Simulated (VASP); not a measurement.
A run of VASP 6.6.1 is set up as follows.

File INCAR:

```
AGGAC = 1.0
AGGAX = 1.0
ALDAC = 0.0
ALDAX = 1.0
ALGO = Normal
EDIFF = 1E-6
ENCUT = 520
GGA = B5
ISIF = 2
ISMEAR = -1
IVDW = 13
LASPH = True
LCHARG = True
LELF = True
LREAL = False
LVHAR = True
LWAVE = False
NBANDS = 13
NELM = 100
PREC = Accurate
SIGMA = 0.05
VDW_A1 = 0.44488865
VDW_A2 = 4.0933009
VDW_S6 = 1.0
VDW_S8 = 2.34076671
```

The input KPOINTS:

```
k-points
0
Gamma
  12 12 12
```

Contents of POSCAR:

```
Mo
1.0
   -1.5764181225      1.5764181225      1.5764181225
    1.5764181225     -1.5764181225      1.5764181225
    1.5764181225      1.5764181225     -1.5764181225
Mo
1
Direct
    0.0000000000      0.0000000000      0.0000000000
```

Potentials or basis: VASP PAW PBE potentials, release 64 (Mo_sv).

Command:

```bash
$ cat potpaw_PBE.64/Mo_sv/POTCAR > POTCAR
$ mpirun -np 1 vasp_std > vasp.out
```

(1) Estimate the pressure.

(2) Estimate the band gap on the k mesh.

Answers

(1) 1.1 GPa.

(2) zero (band 7 reaches 16.98 eV, above the bottom of band 8 at 11.67 eV).

Caveat: the PAW data sets were made with another functional, which shifts forces and pressure a little; pairwise dispersion overbinds metals, which lowers pressure and volume.
